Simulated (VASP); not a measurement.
Set up this calculation in VASP 6.6.1, as the native input.

```yaml
Task: relaxation of cell and atoms
Functional: PBE
Potentials_or_basis: VASP PAW PBE potentials, release 64 (Cd, Sb, O)
Cutoff: 600 eV
k_mesh: 6 × 6 × 2
Occupations: gaussian, width 0.1 eV
Spin: no spin polarisation
Dipole_correction: no
Further_INCAR_settings: ALGO = Normal; EDIFF = 1e-06; IBRION = 2; EDIFFG = -0.04; NSW = 90; ISIF = 3
```

The structure of CdSb3O lies in POSCAR:

```
CdSb3O
1.0
    3.3563915699      0.0000000000      0.0000000000
    0.0000000000      3.3563915699      0.0000000000
    0.0000000000      0.0000000000     11.1738328257
Cd Sb O
1 3 1
Direct
    0.5000000000      0.5000000000      0.0000000000
    0.0000000000      0.0000000000      0.5000000000
    0.5000000000      0.5000000000      0.2538048338
    0.5000000000      0.5000000000      0.7461951662
    0.5000000000      0.5000000000      0.5000000000
```

One way to write it, as run:

INCAR

```
SYSTEM = CdSb3O
ALGO = Normal ; EDIFF = 1E-6
EDIFFG = -0.04 ; ENCUT = 600
GGA = PE ; IBRION = 2
ISIF = 3 ; ISMEAR = 0
LASPH = .TRUE. ; LCHARG = .FALSE.
LREAL = .FALSE. ; LWAVE = .FALSE.
NELM = 60 ; NSW = 90
PREC = Accurate ; SIGMA = 0.1
```

KPOINTS

```
k-points
0
G
  6 6 2
  0 0 0
```

Potentials or basis: VASP PAW PBE potentials, release 64 (Cd, Sb, O).

Run with:

```sh
$ cat potpaw_PBE.64/Cd/POTCAR potpaw_PBE.64/Sb/POTCAR potpaw_PBE.64/O/POTCAR > POTCAR
$ mpirun -np 1 vasp_std > vasp.out
```

It gave:

```
Relaxed volume                         : 26.46 Å³/atom
Relaxed cell                           : a = 3.249 Å, b = 3.249 Å, c = 12.532 Å, α = 90.00°, β = 90.00°, γ = 90.00°
Space group after relaxing (to 0.05 Å) : P4/mmm (No. 123)
Energy gained by relaxing              : 55.8 meV/atom
Ionic steps                            : 13
Pressure after relaxing                : -0.1 GPa
Largest force after relaxing           : 0.027 eV/Å
```

Caveat: an odd number of electrons without spin polarisation forces a metal; a magnetic or distorted state may lie lower.

Wall time 10 min on 1 thread of AMD EPYC 7R43 64-Core Processor (Zen 3) (shared host), peak memory 0.26 GiB.
